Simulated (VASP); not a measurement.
# Ni2Ge (P6_3/mmc) in VASP: further runs

Ni2Ge is run at these levels: PBEsol; tasks: single point.

Program: VASP 6.6.1. These are calculated values, not measurements. Logs are shortened: lines on timing, memory, paths and dates and some standing lists are left out, and cuts for length are marked.

## 1. The cell of the first run

Symmetry: P6_3/mmc, No. 194, hexagonal system. The conventional cell has a = 4.084 Å, b = 4.084 Å, c = 4.743 Å, α = 90.00°, β = 90.00°, γ = 120.00°. Ni (site symmetry -6m2) has 5 Ge at 2.36 to 2.37 Å and 6 Ni at 2.64 Å within 3.1 Å. Ni (site symmetry -3m) has 8 Ni at 2.37 to 2.64 Å and 6 Ge at 2.64 Å within 3.1 Å. Ge (site symmetry -6m2) has 11 Ni at 2.36 to 2.64 Å within 3.1 Å.

## 2. Single point, PBEsol

INCAR

```
SYSTEM = Ni2Ge
ALGO = Fast ; EDIFF = 1E-6
ENCUT = 520 ; GGA = PS
ISIF = 2 ; ISMEAR = 0
LASPH = .TRUE. ; LCHARG = .TRUE.
LELF = .TRUE. ; LREAL = .FALSE.
LVHAR = .TRUE. ; LWAVE = .FALSE.
NBANDS = 43 ; NELM = 80
PREC = Accurate ; SIGMA = 0.15
```

KPOINTS

```
k-points
0
G
  18 18 10
  0 0 0
```

POSCAR

```
Ni2Ge
1.0
    4.0839075421      0.0000000000      0.0000000000
   -2.0419537710      3.5367676781      0.0000000000
    0.0000000000      0.0000000000      4.7429443509
Ni Ge
4 2
Direct
    0.6666666667      0.3333333333      0.2500000000
    0.3333333333      0.6666666667      0.7500000000
    0.0000000000      0.0000000000      0.0000000000
    0.0000000000      0.0000000000      0.5000000000
    0.6666666667      0.3333333333      0.7500000000
    0.3333333333      0.6666666667      0.2500000000
```

Potentials or basis: VASP PAW PBE potentials, release 64 (Ni, Ge_d).

Command:

```sh
> cat potpaw_PBE.64/Ni/POTCAR potpaw_PBE.64/Ge_d/POTCAR > POTCAR
> mpirun -np 1 vasp_std > vasp.out
```

OUTCAR:

```text
SYSTEM = Ni2Ge
   EDIFF = 1E-6
   ENCUT = 520
   GGA = PS
   ISIF = 2
   ISMEAR = 0
   LASPH = .TRUE.
   LREAL = .FALSE.
   NELM = 80
   PREC = Accurate

 ion  position               nearest neighbor table
   1  0.667  0.333  0.250-   6 2.36   6 2.36   6 2.36   5 2.37   5 2.37   3 2.64   4 2.64   3 2.64
                             4 2.64   3 2.64   4 2.64
   2  0.333  0.667  0.750-   5 2.36   5 2.36   5 2.36   6 2.37   6 2.37   3 2.64   4 2.64   4 2.64
                             3 2.64   4 2.64   3 2.64
   3  0.000  0.000  0.000-   4 2.37   4 2.37   1 2.64   5 2.64   6 2.64   2 2.64   2 2.64   6 2.64
                             1 2.64   5 2.64   1 2.64   5 2.64   2 2.64   6 2.64
   4  0.000  0.000  0.500-   3 2.37   3 2.37   1 2.64   5 2.64   6 2.64   2 2.64   2 2.64   6 2.64
                             1 2.64   5 2.64   1 2.64   5 2.64   2 2.64   6 2.64
   5  0.667  0.333  0.750-   2 2.36   2 2.36   2 2.36   1 2.37   1 2.37   3 2.64   4 2.64   3 2.64
                             4 2.64   3 2.64   4 2.64
   6  0.333  0.667  0.250-   1 2.36   1 2.36   1 2.36   2 2.37   2 2.37   3 2.64   4 2.64   4 2.64
                             3 2.64   4 2.64   3 2.64

  LATTYP: Found a hexagonal cell.
 ALAT       =     4.0839075421
 C/A-ratio  =     1.1613740767

  Lattice vectors:

 A1 = (   4.0839075421,   0.0000000000,   0.0000000000)
 A2 = (  -2.0419537710,   3.5367676781,   0.0000000000)
 A3 = (   0.0000000000,   0.0000000000,   4.7429443509)

Analysis of symmetry for initial positions (statically):
=====================================================================
 Subroutine PRICEL returns:
 Original cell was already a primitive cell.

 Routine SETGRP: Setting up the symmetry group for a
 hexagonal supercell.

 Subroutine GETGRP returns: Found 24 space group operations
 (whereof 12 operations were pure point group operations)
 out of a pool of 24 trial point group operations.

The static configuration has the point symmetry D_3d.
 The point group associated with its full space group is D_6h.

Analysis of symmetry for dynamics (positions and initial velocities):
=====================================================================
 Subroutine PRICEL returns:
 Original cell was already a primitive cell.

 Routine SETGRP: Setting up the symmetry group for a
 hexagonal supercell.

 Subroutine GETGRP returns: Found 24 space group operations
 (whereof 12 operations were pure point group operations)
 out of a pool of 24 trial point group operations.

The dynamic configuration has the point symmetry D_3d.
 The point group associated with its full space group is D_6h.

 Subroutine INISYM returns: Found 24 space group operations
 (whereof 12 operations are pure point group operations),
 and found     1 'primitive' translations

----------------------------------------------------------------------------------------

                                     Primitive cell

  volume of cell :      68.5063

  direct lattice vectors                    reciprocal lattice vectors
     4.083907542  0.000000000  0.000000000     0.244863526  0.141372023  0.000000000
    -2.041953771  3.536767678  0.000000000     0.000000000  0.282744045  0.000000000
     0.000000000  0.000000000  4.742944351     0.000000000  0.000000000  0.210839497

  length of vectors
     4.083907542  4.083907542  4.742944351     0.282744045  0.282744045  0.210839497

  position of ions in fractional coordinates (direct lattice)
     0.666666667  0.333333333  0.250000000
     0.333333333  0.666666667  0.750000000
     0.000000000  0.000000000  0.000000000
     0.000000000  0.000000000  0.500000000
     0.666666667  0.333333333  0.750000000
     0.333333333  0.666666667  0.250000000

  ion indices of the primitive-cell ions
   primitive index   ion index
                 1           1
                 2           2
                 3           3
                 4           4
                 5           5
                 6           6

----------------------------------------------------------------------------------------

 KPOINTS: k-points

Automatic generation of k-mesh.
 Grid dimensions read from file:
 generate k-points for:   18   18   10

 Generating k-lattice:

  Cartesian coordinates                     Fractional coordinates (reciprocal lattice)
     0.013603529  0.007854001  0.000000000     0.055555556  0.000000000  0.000000000
     0.000000000  0.015708003  0.000000000     0.000000000  0.055555556  0.000000000
     0.000000000  0.000000000  0.021083950     0.000000000  0.000000000  0.100000000

  Length of vectors
     0.015708003  0.015708003  0.021083950

  Shift w.r.t. Gamma in fractional coordinates (k-lattice)
     0.000000000  0.000000000  0.000000000

 Subroutine IBZKPT returns following result:
 ===========================================

 Found    222 irreducible k-points:

 Following reciprocal coordinates:
            Coordinates               Weight
  0.000000  0.000000  0.000000      1.000000
  0.055556 -0.000000  0.000000      6.000000
  0.111111 -0.000000  0.000000      6.000000
  0.166667 -0.000000  0.000000      6.000000
  0.222222 -0.000000  0.000000      6.000000
  0.277778  0.000000  0.000000      6.000000
[... 16 lines left out ...]
  0.333333  0.111111  0.000000     12.000000
  0.388889  0.111111  0.000000     12.000000
 [... further k-points ...]
   k-points           NKPTS =    222   k-points in BZ     NKDIM =    222   number of bands    NBANDS=     43
   number of dos      NEDOS =    301   number of ions     NIONS =      6
   total plane-waves  NPLWV =  32400
   dimension x,y,z NGX =    30 NGY =   30 NGZ =   36
   dimension x,y,z NGXF=    60 NGYF=   60 NGZF=   72
   ions per type =               4   2
   NGX,Y,Z   is equivalent  to a cutoff of  12.21, 12.21, 12.62 a.u.
   NGXF,Y,Z  is equivalent  to a cutoff of  24.42, 24.42, 25.24 a.u.
 SYSTEM =  Ni2Ge
   PREC   = accura    normal or accurate (medium, high low for compatibility)
   ISTART =      0    job   : 0-new  1-cont  2-samecut
   ICHARG =      2    charge: 1-file 2-atom 10-const
   ISPIN  =      1    spin polarized calculation?
   LNONCOLLINEAR =      F non collinear calculations
   LSORBIT =      F    spin-orbit coupling
   LASPH  =      T    aspherical Exc in radial PAW
   ENCUT  =  520.0 eV  38.22 Ry    6.18 a.u.   7.59  7.59  8.82*2*pi/ulx,y,z
   NELM   =     80;   NELMIN=  2; NELMDL= -5     # of ELM steps
   EDIFF  = 0.1E-05   stopping-criterion for ELM
   LREAL  =      F    real-space projection
   EDIFFG = 0.1E-04   stopping-criterion for IOM
   NSW    =      0    number of steps for IOM
   IBRION =     -1    ionic relax: 0-MD 1-quasi-New 2-CG
   NFREE  =      0    steps in history (QN), initial steepest desc. (CG)
   ISIF   =      2    stress and relaxation
   ISYM   =      2    0-nonsym 1-usesym 2-fastsym
   POTIM  = 0.5000    time-step for ionic-motion
   TEBEG  =    0.0;   TEEND  =   0.0 temperature during run
   PSTRESS=    0.0 pullay stress
   NELECT =      68.0000    total number of electrons
   NUPDOWN=      -1.0000    fix difference up-down
   EMIN   =  10.00;   EMAX   =-10.00  energy-range for DOS
   EFERMI =   0.00;   METHOD = LEGACY
   ISMEAR =     0;   SIGMA  =   0.15  broadening in eV -4-tet -1-fermi 0-gaus
   EFERMI_NEDOS =   21; number of points for ismear=-14 and -15
   IALGO  =     68    algorithm
   IMIX   =      4    mixing-type and parameters
     AMIX     =   0.40;   BMIX     =  1.00
     AMIX_MAG =   1.60;   BMIX_MAG =  1.00
  volume/ion in A,a.u.               =      11.42        77.05
  Fermi-wavevector in a.u.,A,eV,Ry     =   1.633056  3.086028 36.284979  2.666871
  Thomas-Fermi vector in A             =   2.724924
   LORBIT       =      0    0 simple, 1 ext, 2 COOP (PROOUT), +10 PAW based schemes
   GGA     = PS    functional components
   LHFCALC =     F    Hartree Fock is set to
   AEXX    =    0.0000 exact exchange contribution
   IVDW    =     0    specifies the selected vdW correction
   LEPSILON=     F    determine dielectric tensor
   LRPA    =     F    only Hartree local field effects (RPA)
 non-spin polarized calculation
 RMM-DIIS sequential band-by-band and
 Gauss-broadening in eV      SIGMA  =   0.15
  energy-cutoff  :      520.00
  volume of cell :       68.51
 maximum number of plane-waves:      1867
   NGX = 15   NGY = 15   NGZ = 17

 number of electron      67.9999946 magnetization

 Free energy of the ion-electron system (eV)
  ---------------------------------------------------
  ext. energy  EPLUGINS =         0.00000000
  ---------------------------------------------------
  free energy    TOTEN  =       -36.22776371 eV

  energy without entropy =      -36.18770885  energy(sigma->0) =      -36.20773628

 E-fermi :  10.3087     XC(G=0): -13.5089

 val. band max:       10.3036476652   @ k =   0.2778   0.1111   0.1000
 cond. band min:      10.3089207055   @ k =   0.2778   0.0556   0.3000
 fundamental gap:      0.0052730404
 Fermi energy:        10.3086740598

 k-point     1 :       0.0000    0.0000    0.0000
  band No.  band energies     occupation
      1     -14.5057      2.00000
      2     -14.4911      2.00000
      3     -14.4663      2.00000
      4     -14.4663      2.00000
      5     -14.4319      2.00000
      6     -14.4319      2.00000
[... 35 lines left out ...]
     42      14.9591      0.00000
     43      19.0738      0.00000

 k-point     2 :       0.0556   -0.0000    0.0000
  band No.  band energies     occupation
      1     -14.5056      2.00000
      2     -14.4911      2.00000
      3     -14.4665      2.00000
      4     -14.4661      2.00000
      5     -14.4327      2.00000
      6     -14.4326      2.00000
[... 35 lines left out ...]
     42      15.0039      0.00000
     43      18.8160      0.00000

 k-point     3 :       0.1111   -0.0000    0.0000
  band No.  band energies     occupation
      1     -14.5051      2.00000
      2     -14.4911      2.00000
      3     -14.4670      2.00000
      4     -14.4656      2.00000
      5     -14.4338      2.00000
      6     -14.4331      2.00000
[... 919 lines left out ...]
      6     -14.4361      2.00000
[... 35 lines left out ...]
     42      17.5536      0.00000
     43      18.6291      0.00000

 k-point    24 :       0.3889    0.1111    0.0000
  band No.  band energies     occupation
      1     -14.4991      2.00000
      2     -14.4928      2.00000
      3     -14.4735      2.00000
      4     -14.4588      2.00000
      5     -14.4406      2.00000
      6     -14.4369      2.00000
[... 35 lines left out ...]
     42      18.4681      0.00000
     43      18.6059      0.00000

 [... further k-points ...]

------------------------ aborting loop because EDIFF is reached ----------------------------------------

  FORCE on cell =-STRESS in cart. coord.  units (eV):
  Direction    XX          YY          ZZ          XY          YZ          ZX
  --------------------------------------------------------------------------------------
  -------------------------------------------------------------------------------------
  Total       -3.2654140     -3.2654140      6.9340046     -0.0000000      0.0000000      0.0000000
  in kB      -76.3692224    -76.3692224    162.1676578     -0.0000000      0.0000000      0.0000000
  external PRESSURE =       3.1430710 kB  Pullay stress =       0.0000000 kB

 VOLUME and BASIS-vectors are now :
 -----------------------------------------------------------------------------
  energy-cutoff  :      520.00
  volume of cell :       68.51
      direct lattice vectors                 reciprocal lattice vectors
     4.083907542  0.000000000  0.000000000     0.244863526  0.141372023  0.000000000
    -2.041953771  3.536767678  0.000000000     0.000000000  0.282744045  0.000000000
     0.000000000  0.000000000  4.742944351     0.000000000  0.000000000  0.210839497

 POSITION                                       TOTAL-FORCE (eV/Angst)
 -----------------------------------------------------------------------------------
      2.04195      1.17892      1.18574         0.000000     -0.000000      0.000000
     -0.00000      2.35785      3.55721        -0.000000      0.000000      0.000000
      0.00000      0.00000      0.00000         0.000000      0.000000      0.000000
      0.00000      0.00000      2.37147         0.000000      0.000000      0.000000
      2.04195      1.17892      3.55721         0.000000      0.000000      0.000000
     -0.00000      2.35785      1.18574         0.000000     -0.000000      0.000000
 -----------------------------------------------------------------------------------
    total drift:                                0.000000      0.000000      0.000000

  FREE ENERGIE OF THE ION-ELECTRON SYSTEM (eV)
  ---------------------------------------------------
  free  energy   TOTEN  =       -36.2277637082 eV

  energy  without entropy=      -36.1877088512  energy(sigma->0) =      -36.20773628
```

Wall time 19 min (1 thread of Intel Xeon 8259CL, shared host); peak memory 0.57 GiB.

What came out:

* Free energy: -36.2278 eV
* Pressure: 0.3 GPa
* Band gap on the k mesh: zero (bands 34 and 35 overlap by 2.26 eV)

Caveat: the PAW data sets were made with another functional, which shifts forces and pressure a little. Spin polarisation is off, so any magnetic state and its effect on volume and gap are missing.

## 3. Single point, PBEsol

This run uses another cell than the first one, of the same volume but with other edges.

INCAR

```
SYSTEM = Ni2Ge
  ALGO = Fast
  EDIFF = 1E-6
  ENCUT = 520
  GGA = PS
  ISIF = 2
  ISMEAR = 0
  LASPH = .True.
  LCHARG = .False.
  LREAL = .False.
  LWAVE = .False.
  NBANDS = 43
  NELM = 80
  PREC = Accurate
  SIGMA = 0.15
```

KPOINTS

```
k-points
0
Gamma
  18 18 10
  0 0 0
```

POSCAR, as its differences from that of step 2:

```diff
@@ -2,5 +2,5 @@
 1.0
-    4.0839075421      0.0000000000      0.0000000000
-   -2.0419537710      3.5367676781      0.0000000000
-    0.0000000000      0.0000000000      4.7429443509
+    3.8477568087      0.0000000000      0.0000000000
+   -1.9238784043      3.3322551439      0.0000000000
+    0.0000000000      0.0000000000      5.3429929479
 Ni Ge
```

Potentials or basis: VASP PAW PBE potentials, release 64 (Ni, Ge_d).

Command:

```sh
> cat potpaw_PBE.64/Ni/POTCAR potpaw_PBE.64/Ge_d/POTCAR > POTCAR
> mpirun -np 1 vasp_std > vasp.out
```

Wall time 27 min (1 thread of Intel Xeon 8259CL, shared host); peak memory 0.58 GiB.

Results (log left out):

| Item | Value |
| --- | --- |
| Free energy | -36.2118 eV |
| Pressure | 4.2 GPa |
| Band gap on the k mesh | zero (bands 34 and 35 overlap by 3.75 eV) |

Stress tensor (GPa, compression positive):
```
10.72  0.00  0.00
 0.00 10.72  0.00
 0.00  0.00 -8.78
```

Levels at points of the mesh, in eV from the Fermi level:
| k point | band 32 | band 33 | band 34 | band 35 | band 36 | band 37 |
| --- | --- | --- | --- | --- | --- | --- |
| (0.00, 0.00, 0.00) | -0.54 | -0.14 | 3.08 | 3.27 | 3.27 | 3.38 |
| (0.50, 0.00, 0.00) | -1.11 | -0.96 | -0.64 | -0.64 | 0.63 | 1.88 |
| (0.00, 0.00, 0.50) | -1.11 | 1.25 | 1.25 | 3.63 | 3.63 | 3.63 |
| (0.50, 0.00, 0.50) | -1.18 | -0.91 | -0.91 | 0.97 | 0.97 | 2.91 |

Caveat: the cell stands under pressure; the PAW data sets were made with another functional, which shifts forces and pressure a little. Spin polarisation is off, so any magnetic state and its effect on volume and gap are missing.
